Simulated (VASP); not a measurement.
Input of a VASP 6.6.1 run:

The input POSCAR:

```
Ru
1.0
    2.7058000000      0.0000000000      0.0000000000
   -1.3529000000      2.3432915376      0.0000000000
    0.0000000000      0.0000000000      4.2819000000
Ru
2
Direct
    0.6666666667      0.3333333333      0.7500000000
    0.3333333333      0.6666666667      0.2500000000
```

INCAR.step1

```
  ALGO = Normal
  EDIFF = 1E-4
  ENCUT = 600
  GGA = PE
  ISMEAR = -1
  LASPH = T
  LCHARG = F
  LREAL = F
  LWAVE = T
  NELM = 60
  PREC = Accurate
  SIGMA = 0.05
```

Contents of INCAR.step2:

```
  ALGO = Normal
  EDIFF = 1E-7
  EDIFFG = -0.01
  ENCUT = 600
  IBRION = 2
  ISIF = 3
  ISMEAR = -1
  ISTART = 1
  LASPH = T
  LCHARG = F
  LMIXTAU = T
  LREAL = F
  LWAVE = F
  METAGGA = R2SCAN
  NELM = 60
  NSW = 60
  PREC = Accurate
  PSTRESS = 200.0
  SIGMA = 0.05
```

File KPOINTS:

```
k-points
0
Gamma
  11 11 6
```

Potentials or basis: VASP PAW PBE potentials, release 64 (Ru_pv).

Launch:

```bash
$ cat potpaw_PBE.64/Ru_pv/POTCAR > POTCAR
$ cp INCAR.step1 INCAR
$ mpirun -np 1 vasp_std > vasp.out
$ cp INCAR.step2 INCAR
$ mpirun -np 1 vasp_std > vasp.out
```

(1) Estimate the band gap on the k mesh.

(2) Predict the relaxed cell.

(3) Estimate the space group after relaxing (to 0.1 Å).

(4) Predict the relaxed volume.

## Answers

(1) zero (bands 14 and 15 overlap by 3.48 eV).

(2) a = 2.657 Å, b = 2.657 Å, c = 4.208 Å, α = 90.00°, β = 90.00°, γ = 120.00°.

(3) P6_3/mmc (No. 194).

(4) 12.86 Å³/atom.

Caveat: the cell is relaxed towards a set pressure, so the run minimises the enthalpy, not the energy; the PAW data sets were made with another functional, which shifts forces and pressure a little.
